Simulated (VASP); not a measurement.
Wanted: the native input for a VASP 6.6.1 run.

```
Task                   : single point
Functional             : PBEsol
Potentials or basis    : VASP PAW PBE potentials, release 64 (Ni, Ge_d, C)
Cutoff                 : 520 eV
k mesh                 : 5 × 5 × 5
Occupations            : fermi-dirac, width 0.05 eV
Spin                   : collinear spin, ferromagnetic start
Starting moments       : [1.0, 1.0, 1.0, 0.0, 0.0] μB
Dipole correction      : no
Further INCAR settings : ALGO = Normal; EDIFF = 1e-07; NBANDS = 36
```

The structure of Ni3GeC lies in POSCAR:

```
Ni3GeC
1.0
    3.8087090000      0.0000000000      0.0000000000
    0.0000000000      3.8087090000      0.0000000000
    0.0000000000      0.0000000000      3.8087090000
Ni Ge C
3 1 1
Direct
    0.0000000000      0.5000000000      0.5000000000
    0.5000000000      0.5000000000      0.0000000000
    0.5000000000      0.0000000000      0.5000000000
    0.0131278079      0.0000000000      0.0000000000
    0.5000000000      0.5000000000      0.5000000000
```

One way to write it, as run:

INCAR

```
  ALGO = Normal
  EDIFF = 1E-7
  ENCUT = 520
  GGA = PS
  ISIF = 2
  ISMEAR = -1
  ISPIN = 2
  LASPH = T
  LCHARG = T
  LELF = T
  LMAXMIX = 4
  LORBIT = 11
  LREAL = F
  LVHAR = T
  LWAVE = F
  MAGMOM = 1 1 1 0 0
  NBANDS = 36
  NELM = 150
  PREC = Accurate
  SIGMA = 0.05
```

KPOINTS

```
k-points
0
Gamma
  5 5 5
```

Potentials or basis: VASP PAW PBE potentials, release 64 (Ni, Ge_d, C).

Launch:

```sh
$ cat potpaw_PBE.64/Ni/POTCAR potpaw_PBE.64/Ge_d/POTCAR potpaw_PBE.64/C/POTCAR > POTCAR
$ mpirun -np 1 vasp_std > vasp.out
```

Results of the run:

```yaml
Pressure: -6.0 GPa
Largest_force: 0.117 eV/Å
Band_gap_on_the_k_mesh: zero (filled and empty bands overlap)
Net_moment: 0.00 μB per cell
Valence_electrons_inside_the_program's_atomic_spheres: Ni 9.49; Ge 12.23; C 2.40
```

Caveat: the cell stands under tension; the PAW data sets were made with another functional, which shifts forces and pressure a little.

Wall time 69 s on 1 thread of Intel(R) Xeon(R) Platinum 8488C (Sapphire Rapids), on a shared host, peak memory 0.21 GiB.
